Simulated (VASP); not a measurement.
Nb: single point with revPBE

The system is Nb.

```xyz
1
Lattice="-1.6603 1.6603 1.6603 1.6603 -1.6603 1.6603 1.6603 1.6603 -1.6603" Properties=species:S:1:pos:R:3 pbc="T T T"
Nb    0.0000    0.0000    0.0000
```

```
Program                : VASP 6.6.1
Task                   : single point
Functional             : revPBE
Potentials or basis    : VASP PAW PBE potentials, release 64 (Nb_sv)
Cutoff                 : 500 eV
k mesh                 : 7 × 7 × 7
Occupations            : fermi-dirac, width 0.1 eV
Spin                   : collinear spin, ferromagnetic start
Starting moments       : [1.0] μB
Dipole correction      : no
Further INCAR settings : ALGO = Normal; EDIFF = 1e-06; NBANDS = 16
```

| Item | Value |
| --- | --- |
| Pressure | 0.8 GPa |
| Net moment | 0.00 μB per cell |
| Valence electrons inside the program's atomic spheres | Nb 10.70 |

Levels at points of the mesh, in eV from the Fermi level:
Spin up:
```csv
k point,band 3,band 4,band 5,band 6,band 7,band 8,band 9,band 10
"(0.00, 0.00, 0.00)",-29.69,-29.69,-5.85,0.42,0.42,0.42,3.28,3.28
```
Spin down:
```csv
k point,band 4,band 5,band 6,band 7,band 8,band 9
"(0.00, 0.00, 0.00)",-29.69,-5.85,0.42,0.42,0.42,3.28
```

Run time: 8.8 s on 1 thread of AMD EPYC 9R45 96-Core Processor (Zen 5), on a shared host, peak memory 0.12 GiB.

Caveat: the k points lie up to 0.38 Å⁻¹ apart; the PAW data sets were made with another functional, which shifts forces and pressure a little.
